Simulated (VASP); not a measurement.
# Si (Pm-3m) in VASP: density of states with LDA

Aim: the density of states of Si with LDA.

Everything below comes from runs of VASP 6.6.1. Logs are shortened: lines on timing, memory, paths and dates and some standing lists are left out, and cuts for length are marked.

## Step 1: The cell of the first run

It takes space group Pm-3m (No. 221, cubic). Conventional cell: a = 1.916 Å, b = 1.916 Å, c = 1.916 Å, α = 90.00°, β = 90.00°, γ = 90.00°. Si (site symmetry m-3m) has 6 Si at 1.92 Å within 2.5 Å.

## Step 2: Density of states, LDA (volume scaled by 0.45)

Contents of POSCAR:

```
Si
1.0
    1.9163120558      0.0000000000      0.0000000000
    0.0000000000      1.9163120558      0.0000000000
    0.0000000000      0.0000000000      1.9163120558
Si
1
Direct
    0.0000000000      0.0000000000      0.0000000000
```

Contents of INCAR.step1:

```
PREC = Accurate ; ENCUT = 520
EDIFF = 1E-7 ; ISMEAR = -1
SIGMA = 0.1 ; LREAL = False
LASPH = True ; NELM = 60
ALGO = Normal ; ISIF = 2
LWAVE = False ; LCHARG = True
GGA = CA ; NBANDS = 8
```

Contents of KPOINTS.step1:

```
regular mesh
0
Gamma
  16 16 16
```

Contents of INCAR.step2:

```
PREC = Accurate ; ENCUT = 520
EDIFF = 1E-7 ; ISMEAR = -5
SIGMA = 0.1 ; LREAL = False
LASPH = True ; NELM = 60
ALGO = Normal ; ISIF = 2
LWAVE = False ; LCHARG = False
GGA = CA ; LORBIT = 11
NBANDS = 8 ; NEDOS = 2001
ICHARG = 11
```

Contents of KPOINTS.step2:

```
regular mesh
0
Gamma
  24 24 24
```

Potentials or basis: VASP PAW LDA potentials, release 64 (Si).

On the command line:

```sh
cat potpaw_LDA.64/Si/POTCAR > POTCAR
cp INCAR.step1 INCAR
cp KPOINTS.step1 KPOINTS
mpirun -np 1 vasp_std > vasp.out
cp INCAR.step2 INCAR
cp KPOINTS.step2 KPOINTS
mpirun -np 1 vasp_std > vasp.out
```

OUTCAR:

```text
PREC = Accurate
   ENCUT = 520
   EDIFF = 1E-7
   ISMEAR = -5
   LREAL = False
   LASPH = True
   NELM = 60
   ISIF = 2
   GGA = CA
   LORBIT = 11
   ICHARG = 11

 ion  position               nearest neighbor table
   1  0.000  0.000  0.000-

  LATTYP: Found a simple cubic cell.
 ALAT       =     1.9163120558

  Lattice vectors:

 A1 = (   1.9163120558,   0.0000000000,   0.0000000000)
 A2 = (   0.0000000000,   1.9163120558,   0.0000000000)
 A3 = (   0.0000000000,   0.0000000000,   1.9163120558)

Analysis of symmetry for initial positions (statically):
=====================================================================
 Subroutine PRICEL returns:
 Original cell was already a primitive cell.

 Routine SETGRP: Setting up the symmetry group for a
 simple cubic supercell.

 Subroutine GETGRP returns: Found 48 space group operations
 (whereof 48 operations were pure point group operations)
 out of a pool of 48 trial point group operations.

The static configuration has the point symmetry O_h .

Analysis of symmetry for dynamics (positions and initial velocities):
=====================================================================
 Subroutine PRICEL returns:
 Original cell was already a primitive cell.

 Routine SETGRP: Setting up the symmetry group for a
 simple cubic supercell.

 Subroutine GETGRP returns: Found 48 space group operations
 (whereof 48 operations were pure point group operations)
 out of a pool of 48 trial point group operations.

The dynamic configuration has the point symmetry O_h .

 Subroutine INISYM returns: Found 48 space group operations
 (whereof 48 operations are pure point group operations),
 and found     1 'primitive' translations

----------------------------------------------------------------------------------------

                                     Primitive cell

  volume of cell :       7.0372

  direct lattice vectors                    reciprocal lattice vectors
     1.916312056  0.000000000  0.000000000     0.521835678  0.000000000  0.000000000
     0.000000000  1.916312056  0.000000000     0.000000000  0.521835678  0.000000000
     0.000000000  0.000000000  1.916312056     0.000000000  0.000000000  0.521835678

  length of vectors
     1.916312056  1.916312056  1.916312056     0.521835678  0.521835678  0.521835678

  position of ions in fractional coordinates (direct lattice)
     0.000000000  0.000000000  0.000000000

  ion indices of the primitive-cell ions
   primitive index   ion index
                 1           1

----------------------------------------------------------------------------------------

 KPOINTS: regular mesh

Automatic generation of k-mesh.
 Grid dimensions read from file:
 generate k-points for:   24   24   24

 Generating k-lattice:

  Cartesian coordinates                     Fractional coordinates (reciprocal lattice)
     0.021743153  0.000000000  0.000000000     0.041666667  0.000000000  0.000000000
     0.000000000  0.021743153  0.000000000     0.000000000  0.041666667  0.000000000
     0.000000000  0.000000000  0.021743153     0.000000000  0.000000000  0.041666667

  Length of vectors
     0.021743153  0.021743153  0.021743153

  Shift w.r.t. Gamma in fractional coordinates (k-lattice)
     0.000000000  0.000000000  0.000000000

 TETIRR: Found   6890 inequivalent tetrahedra from    82944

 Subroutine IBZKPT returns following result:
 ===========================================

 Found    455 irreducible k-points:

 Following reciprocal coordinates:
            Coordinates               Weight
  0.000000  0.000000  0.000000      1.000000
  0.041667  0.000000  0.000000      6.000000
  0.083333  0.000000  0.000000      6.000000
  0.125000  0.000000  0.000000      6.000000
  0.166667  0.000000  0.000000      6.000000
  0.208333  0.000000  0.000000      6.000000
[... 16 lines left out ...]
  0.416667  0.041667  0.000000     24.000000
  0.458333  0.041667  0.000000     24.000000
 [... further k-points ...]
   k-points           NKPTS =    455   k-points in BZ     NKDIM =    455   number of bands    NBANDS=      8
   number of dos      NEDOS =   2001   number of ions     NIONS =      1
   total plane-waves  NPLWV =   2744
   dimension x,y,z NGX =    14 NGY =   14 NGZ =   14
   dimension x,y,z NGXF=    28 NGYF=   28 NGZF=   28
   ions per type =               1
   NGX,Y,Z   is equivalent  to a cutoff of  12.15, 12.15, 12.15 a.u.
   NGXF,Y,Z  is equivalent  to a cutoff of  24.29, 24.29, 24.29 a.u.
 SYSTEM =  unknown system
   PREC   = accura    normal or accurate (medium, high low for compatibility)
   ISTART =      0    job   : 0-new  1-cont  2-samecut
   ICHARG =     11    charge: 1-file 2-atom 10-const
   ISPIN  =      1    spin polarized calculation?
   LNONCOLLINEAR =      F non collinear calculations
   LSORBIT =      F    spin-orbit coupling
   LASPH  =      T    aspherical Exc in radial PAW
   ENCUT  =  520.0 eV  38.22 Ry    6.18 a.u.   3.56  3.56  3.56*2*pi/ulx,y,z
   NELM   =     60;   NELMIN=  2; NELMDL=  0     # of ELM steps
   EDIFF  = 0.1E-06   stopping-criterion for ELM
   LREAL  =      F    real-space projection
   EDIFFG = 0.1E-05   stopping-criterion for IOM
   NSW    =      0    number of steps for IOM
   IBRION =     -1    ionic relax: 0-MD 1-quasi-New 2-CG
   NFREE  =      0    steps in history (QN), initial steepest desc. (CG)
   ISIF   =      2    stress and relaxation
   ISYM   =      2    0-nonsym 1-usesym 2-fastsym
   POTIM  = 0.5000    time-step for ionic-motion
   TEBEG  =    0.0;   TEEND  =   0.0 temperature during run
   PSTRESS=    0.0 pullay stress
   NELECT =       4.0000    total number of electrons
   NUPDOWN=      -1.0000    fix difference up-down
   EMIN   =  10.00;   EMAX   =-10.00  energy-range for DOS
   EFERMI =   0.00;   METHOD = LEGACY
   ISMEAR =    -5;   SIGMA  =   0.10  broadening in eV -4-tet -1-fermi 0-gaus
   EFERMI_NEDOS =   21; number of points for ismear=-14 and -15
   IALGO  =     38    algorithm
   IMIX   =      4    mixing-type and parameters
     AMIX     =   0.40;   BMIX     =  1.00
     AMIX_MAG =   1.60;   BMIX_MAG =  1.00
  volume/ion in A,a.u.               =       7.04        47.49
  Fermi-wavevector in a.u.,A,eV,Ry     =   1.356111  2.562678 25.021621  1.839037
  Thomas-Fermi vector in A             =   2.483142
   LORBIT       =     11    0 simple, 1 ext, 2 COOP (PROOUT), +10 PAW based schemes
   GGA     = CA    functional components
   LHFCALC =     F    Hartree Fock is set to
   AEXX    =    0.0000 exact exchange contribution
   IVDW    =     0    specifies the selected vdW correction
   LEPSILON=     F    determine dielectric tensor
   LRPA    =     F    only Hartree local field effects (RPA)
 non-spin polarized calculation
 Fermi weights with tetrahedron method with Bloechl corrections
  energy-cutoff  :      520.00
  volume of cell :        7.04
 maximum number of plane-waves:       198

 number of electron       3.9999999 magnetization

 Free energy of the ion-electron system (eV)
  ---------------------------------------------------
  ext. energy  EPLUGINS =         0.00000000
  ---------------------------------------------------
  free energy    TOTEN  =         0.14911039 eV

  energy without entropy =        0.14911039  energy(sigma->0) =        0.14911039

 E-fermi :  22.3731     XC(G=0): -14.3739

 val. band max:       22.7337351824   @ k =   0.3750   0.3750   0.3750
 cond. band min:      22.1885333225   @ k =   0.3333   0.3333   0.0417
 fundamental gap:     -0.5452018599
 Fermi energy:        22.3730608182

 k-point     1 :       0.0000    0.0000    0.0000
  band No.  band energies     occupation
      1       0.3032      2.00000
      2      29.7970      0.00000
      3      29.7970      0.00000
      4      37.7328      0.00000
      5      37.7328      0.00000
      6      37.7328      0.00000
      7      52.4919      0.00000
      8      62.2479      0.00000

 k-point     2 :       0.0417    0.0000    0.0000
  band No.  band energies     occupation
      1       0.3709      2.00000
      2      29.2486      0.00000
      3      29.8543      0.00000
      4      37.7752      0.00000
      5      37.7752      0.00000
      6      38.1962      0.00000
      7      52.7088      0.00000
      8      61.7553      0.00000

 k-point     3 :       0.0833    0.0000    0.0000
  band No.  band energies     occupation
      1       0.5736      2.00000
      2      27.8914      0.00000
      3      30.0253      0.00000
      4      37.9020      0.00000
      5      37.9020      0.00000
      6      39.3010      0.00000
      7      53.3524      0.00000
      8      60.5008      0.00000

 k-point     4 :       0.1250    0.0000    0.0000
  band No.  band energies     occupation
      1       0.9107      2.00000
      2      26.1398      0.00000
      3      30.3071      0.00000
      4      38.1132      0.00000
      5      38.1132      0.00000
      6      40.6443      0.00000
      7      54.3972      0.00000
      8      58.8699      0.00000

 k-point     5 :       0.1667    0.0000    0.0000
  band No.  band energies     occupation
      1       1.3806      2.00000
      2      24.2223     -0.15175
      3      30.6945      0.00000
      4      38.4080      0.00000
      5      38.4080      0.00000
      6      42.0227      0.00000
      7      55.7906      0.00000
      8      57.1041      0.00000
[... 177 lines left out ...]
 k-point    22 :       0.3750    0.0417    0.0000
  band No.  band energies     occupation
      1       5.7029      2.00000
      2      14.7058      2.00000
      3      33.3621      0.00000
      4      40.6076      0.00000
      5      41.0719      0.00000
      6      48.1010      0.00000
      7      48.6644      0.00000
      8      49.1144      0.00000

 k-point    23 :       0.4167    0.0417    0.0000
  band No.  band energies     occupation
      1       6.9038      2.00000
      2      12.9916      2.00000
      3      33.9728      0.00000
      4      40.9831      0.00000
      5      41.7226      0.00000
      6      47.3547      0.00000
      7      47.9519      0.00000
      8      49.2975      0.00000

 k-point    24 :       0.4583    0.0417    0.0000
  band No.  band energies     occupation
      1       8.1804      2.00000
      2      11.4052      2.00000
      3      34.4118      0.00000
      4      41.1965      0.00000
      5      42.2686      0.00000
      6      46.9521      0.00000
      7      47.0977      0.00000
      8      49.2962      0.00000

 [... further k-points ...]
[... 5 lines left out ...]
  --------------------------------------------------------------------------------------
  -------------------------------------------------------------------------------------
  Total       18.1578638     18.1578638     18.1578638      0.0000000     -0.0000000     -0.0000000
  in kB     4134.0587187   4134.0587187   4134.0587187      0.0000000     -0.0000000     -0.0000000
  external PRESSURE =    4134.0587187 kB  Pullay stress =       0.0000000 kB

 VOLUME and BASIS-vectors are now :
 -----------------------------------------------------------------------------
  energy-cutoff  :      520.00
  volume of cell :        7.04
      direct lattice vectors                 reciprocal lattice vectors
     1.916312056  0.000000000  0.000000000     0.521835678  0.000000000  0.000000000
     0.000000000  1.916312056  0.000000000     0.000000000  0.521835678  0.000000000
     0.000000000  0.000000000  1.916312056     0.000000000  0.000000000  0.521835678

 POSITION                                       TOTAL-FORCE (eV/Angst)
 -----------------------------------------------------------------------------------
      0.00000      0.00000      0.00000         0.000000      0.000000      0.000000
 -----------------------------------------------------------------------------------
    total drift:                                0.000000      0.000000      0.000000

  FREE ENERGIE OF THE ION-ELECTRON SYSTEM (eV)
  ---------------------------------------------------
  free  energy   TOTEN  =         0.1491103885 eV

  energy  without entropy=        0.1491103885  energy(sigma->0) =        0.14911039

 total charge

# of ion       s       p       d       tot
------------------------------------------
    1        0.916   1.563   0.000   2.479
```

Run time: 6.9 s. Hardware: 1 thread of Intel Xeon 6975P-C (Granite Rapids), shared host; peak memory 0.12 GiB.

What came out:

| Item | Value |
| --- | --- |
| Valence electrons inside the program's atomic spheres | Si 2.48 |

Caveat: tetrahedron occupations give inexact forces and stress in metals.
